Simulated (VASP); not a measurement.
# AlPt (P2_13) in VASP: a series of runs, part 2 of 2

VASP 6.6.1. The steps go on from the part before.

### Step 3. Relaxation of cell and atoms, LDA

This run uses another cell than the first one, of 14.85 Å³/atom, 1.052 times its volume.

Input file INCAR:

```
SYSTEM = AlPt
PREC = Accurate
ENCUT = 600
EDIFF = 1E-6
ISMEAR = 0
SIGMA = 0.1
LREAL = .False.
LASPH = .True.
NELM = 100
ALGO = Normal
ISIF = 3
LWAVE = .False.
LCHARG = .False.
IBRION = 2
NSW = 70
EDIFFG = -0.005
```

Input file KPOINTS:

```
regular mesh
0
Gamma
  8 8 8
  0 0 0
```

Input file POSCAR:

```
AlPt
1.0
    4.9162693464      0.0000000000      0.0000000000
    0.0000000000      4.9162693464      0.0000000000
    0.0000000000      0.0000000000      4.9162693464
Al Pt
4 4
Direct
    0.8440377096      0.8440377096      0.8440377096
    0.6559622904      0.1559622904      0.3440377096
    0.3440377096      0.6559622904      0.1559622904
    0.1559622904      0.3440377096      0.6559622904
    0.1548771007      0.1548771007      0.1548771007
    0.3451228993      0.8451228993      0.6548771007
    0.6548771007      0.3451228993      0.8451228993
    0.8451228993      0.6548771007      0.3451228993
```

Potentials or basis: VASP PAW LDA potentials, release 64 (Al, Pt).

Launch:

```console
$ cat potpaw_LDA.64/Al/POTCAR potpaw_LDA.64/Pt/POTCAR > POTCAR
$ mpirun -np 1 vasp_std > vasp.out
```

OUTCAR:

```text
SYSTEM = AlPt
   PREC = Accurate
   ENCUT = 600
   EDIFF = 1E-6
   ISMEAR = 0
   LREAL = .False.
   LASPH = .True.
   NELM = 100
   ISIF = 3
   IBRION = 2
   NSW = 70
   EDIFFG = -0.005

 ion  position               nearest neighbor table
   1  0.844  0.844  0.844-   6 2.62   7 2.62   8 2.62   6 2.63   7 2.63   8 2.63   5 2.65   2 3.04
                             3 3.04   2 3.04   3 3.04   4 3.04   4 3.04
   2  0.656  0.156  0.344-   5 2.62   7 2.62   8 2.62   7 2.63   8 2.63   5 2.63   6 2.65   1 3.04
                             1 3.04   4 3.04   4 3.04   3 3.04   3 3.04
   3  0.344  0.656  0.156-   5 2.62   6 2.62   8 2.62   8 2.63   6 2.63   5 2.63   7 2.65   4 3.04
                             1 3.04   4 3.04   1 3.04   2 3.04   2 3.04
   4  0.156  0.344  0.656-   5 2.62   6 2.62   7 2.62   6 2.63   5 2.63   7 2.63   8 2.65   3 3.04
                             2 3.04   2 3.04   3 3.04   1 3.04   1 3.04
   5  0.155  0.155  0.155-   2 2.62   3 2.62   4 2.62   2 2.63   3 2.63   4 2.63   1 2.65   6 3.04
                             7 3.04   8 3.04   6 3.04   8 3.04   7 3.04
   6  0.345  0.845  0.655-   1 2.62   3 2.62   4 2.62   3 2.63   4 2.63   1 2.63   2 2.65   8 3.04
                             5 3.04   5 3.04   7 3.04   7 3.04   8 3.04
   7  0.655  0.345  0.845-   1 2.62   2 2.62   4 2.62   4 2.63   2 2.63   1 2.63   3 2.65   8 3.04
                             5 3.04   8 3.04   6 3.04   6 3.04   5 3.04
   8  0.845  0.655  0.345-   1 2.62   2 2.62   3 2.62   2 2.63   1 2.63   3 2.63   4 2.65   7 3.04
                             5 3.04   7 3.04   5 3.04   6 3.04   6 3.04

  LATTYP: Found a simple cubic cell.
 ALAT       =     4.9162693464

  Lattice vectors:

 A1 = (   4.9162693464,   0.0000000000,   0.0000000000)
 A2 = (   0.0000000000,   4.9162693464,   0.0000000000)
[... 182 lines left out ...]

 number of electron      52.0000004 magnetization

 Free energy of the ion-electron system (eV)
  ---------------------------------------------------
  ext. energy  EPLUGINS =         0.00000000
  ---------------------------------------------------
  free energy    TOTEN  =       -55.21886864 eV

  energy without entropy =      -55.20892377  energy(sigma->0) =      -55.21389621

 E-fermi :   9.9687     XC(G=0): -12.2357

 val. band max:        9.9475909541   @ k =   0.5000   0.3750   0.3750
 cond. band min:       9.9711264055   @ k =   0.3750   0.3750   0.0000
 fundamental gap:      0.0235354514
 Fermi energy:         9.9686934799

 k-point     1 :       0.0000    0.0000    0.0000
  band No.  band energies     occupation
      1      -0.9981      2.00000
      2       3.2301      2.00000
      3       3.2301      2.00000
      4       3.2301      2.00000
      5       4.6939      2.00000
      6       4.6939      2.00000
[... 1016 lines left out ...]
--------------------------------------- Ionic step        6  -------------------------------------------

 number of electron      52.0000004 magnetization

 Free energy of the ion-electron system (eV)
  ---------------------------------------------------
  ext. energy  EPLUGINS =         0.00000000
  ---------------------------------------------------
  free energy    TOTEN  =       -55.38259137 eV

  energy without entropy =      -55.37424414  energy(sigma->0) =      -55.37841775

 E-fermi :  10.7087     XC(G=0): -12.4713

 val. band max:       10.6898606284   @ k =   0.3750   0.3750   0.0000
 cond. band min:      10.7245772714   @ k =   0.5000   0.3750   0.3750
 fundamental gap:      0.0347166430
 Fermi energy:        10.7086912562

 k-point     1 :       0.0000    0.0000    0.0000
  band No.  band energies     occupation
      1      -0.6915      2.00000
      2       3.6446      2.00000
      3       3.6446      2.00000
      4       3.6446      2.00000
      5       5.1128      2.00000
      6       5.1128      2.00000
[... 842 lines left out ...]
  FREE ENERGIE OF THE ION-ELECTRON SYSTEM (eV)
  ---------------------------------------------------
  free  energy   TOTEN  =       -55.3825913700 eV

  energy  without entropy=      -55.3742441374  energy(sigma->0) =      -55.37841775

 reached required accuracy - stopping structural energy minimisation
```

OSZICAR:

```text
N       E                     dE             d eps       ncg     rms          rms(c)
DAV:   1     0.270516129980E+03    0.27052E+03   -0.26618E+04  2790   0.173E+03
DAV:   2    -0.426315001967E+02   -0.31315E+03   -0.30017E+03  3144   0.300E+02
DAV:   3    -0.576752336439E+02   -0.15044E+02   -0.14782E+02  3526   0.557E+01
DAV:   4    -0.578755138778E+02   -0.20028E+00   -0.20007E+00  3211   0.729E+00
[... 47 lines left out ...]
DAV:   2    -0.553826201216E+02   -0.23500E-03   -0.25450E-03  3287   0.313E-01    0.362E-02
DAV:   3    -0.553826091468E+02    0.10975E-04   -0.46840E-05  3266   0.406E-02    0.288E-02
DAV:   4    -0.553825955008E+02    0.13646E-04   -0.10980E-04  3126   0.505E-02    0.122E-02
DAV:   5    -0.553825918984E+02    0.36023E-05   -0.63385E-06  3105   0.144E-02    0.485E-03
DAV:   6    -0.553825913700E+02    0.52840E-06   -0.89718E-07  1675   0.450E-03
   6 F= -.55382591E+02 E0= -.55378418E+02  d E =-.364639E-03
```

It took 4.2 min on 1 thread of AMD EPYC 9R45 (Zen 5), shared host; peak memory 0.29 GiB.

What came out:

- Free energy: -55.3826 eV
- Relaxed volume: 14.16 Å³/atom
- Relaxed cell: a = 4.839 Å, b = 4.839 Å, c = 4.839 Å, α = 90.00°, β = 90.00°, γ = 90.00°
- Space group after relaxing (to 0.05 Å): P2_13 (No. 198)
- Energy gained by relaxing: 20.5 meV/atom
- Ionic steps: 6
- Pressure after relaxing: 0.0 GPa
- Band gap on the k mesh: zero (band 26 reaches 11.07 eV, above the bottom of band 27 at 9.90 eV)

Step by step:
| step | energy change (eV) | largest force (eV/Å) | pressure (GPa) | volume (Å³) |
| --- | --- | --- | --- | --- |
| 1 | 0.0000 | 0.0434 | -9.07 | 118.82 |
| 2 | 0.3136 | 0.1144 | 19.63 | 104.94 |
| 3 | -0.1633 | 0.0355 | -0.25 | 113.43 |
| 4 | -0.1634 | 0.0352 | 0.00 | 113.31 |
| 5 | -0.1635 | 0.0239 | -0.01 | 113.31 |
| 6 | -0.1637 | 0.0010 | 0.00 | 113.31 |

Final structure:
```
Al Pt
1.0
     4.83899    0.00000    0.00000
     0.00000    4.83899    0.00000
     0.00000    0.00000    4.83899
Al Pt
4 4
Direct
  0.84407 0.84407 0.84407
  0.65593 0.15593 0.34407
  0.34407 0.65593 0.15593
  0.15593 0.34407 0.65593
  0.15426 0.15426 0.15426
  0.34574 0.84574 0.65426
  0.65426 0.34574 0.84574
  0.84574 0.65426 0.34574
```

Caveat: spin-orbit coupling is left out, which moves the levels of the heavy elements.
